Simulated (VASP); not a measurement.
Set up this calculation in VASP 6.6.1, as the native input.

- Task: relaxation of cell and atoms
- Functional: PBE
- Potentials or basis: VASP PAW PBE potentials, release 64 (Rb_sv, Br)
- Cutoff: 500 eV
- k mesh: 4 × 4 × 4
- Occupations: gaussian, width 0.1 eV
- Spin: no spin polarisation
- Dipole correction: no
- Further INCAR settings: ALGO = Normal; EDIFF = 1e-07; IBRION = 2; EDIFFG = -0.04; NSW = 90; ISIF = 3

The structure of RbBr lies in POSCAR:

```
RbBr
1.0
    0.0000000000      3.4936956019      3.4936956019
    3.4936956019      0.0000000000      3.4936956019
    3.4936956019      3.4936956019      0.0000000000
Rb Br
1 1
Direct
    0.0000000000      0.0000000000      0.0000000000
    0.5000000000      0.5000000000      0.5000000000
```

The cell was generated, and may not be a known phase.

The input as run:

INCAR

```
SYSTEM = RbBr
  PREC = Accurate
  ENCUT = 500
  EDIFF = 1E-7
  ISMEAR = 0
  SIGMA = 0.1
  LREAL = .FALSE.
  LASPH = .TRUE.
  NELM = 120
  ALGO = Normal
  ISIF = 3
  LWAVE = .FALSE.
  LCHARG = .FALSE.
  GGA = PE
  IBRION = 2
  NSW = 90
  EDIFFG = -0.04
  GGA_COMPAT = .FALSE.
  NELMIN = 4
```

KPOINTS

```
regular mesh
0
G
  4 4 4
  0 0 0
```

Potentials or basis: VASP PAW PBE potentials, release 64 (Rb_sv, Br).

Run with:

```sh
$ cat potpaw_PBE.64/Rb_sv/POTCAR potpaw_PBE.64/Br/POTCAR > POTCAR
$ mpirun -np 1 vasp_std > vasp.out
```

Results of the run:

```json
{
 "Relaxed volume": "42.94 Å³/atom",
 "Relaxed cell": "a = 4.952 Å, b = 4.952 Å, c = 4.952 Å, α = 60.00°, β = 60.00°, γ = 60.00°",
 "Space group after relaxing (to 0.1 Å)": "Fm-3m (No. 225)",
 "Energy gained by relaxing": "0.2 meV/atom",
 "Ionic steps": "2",
 "Pressure after relaxing": "0.1 GPa",
 "Band gap on the k mesh": "4.20 eV"
}
```

It took 38 s on 1 thread of Intel Xeon 8259CL, on a shared host, peak memory 0.21 GiB.
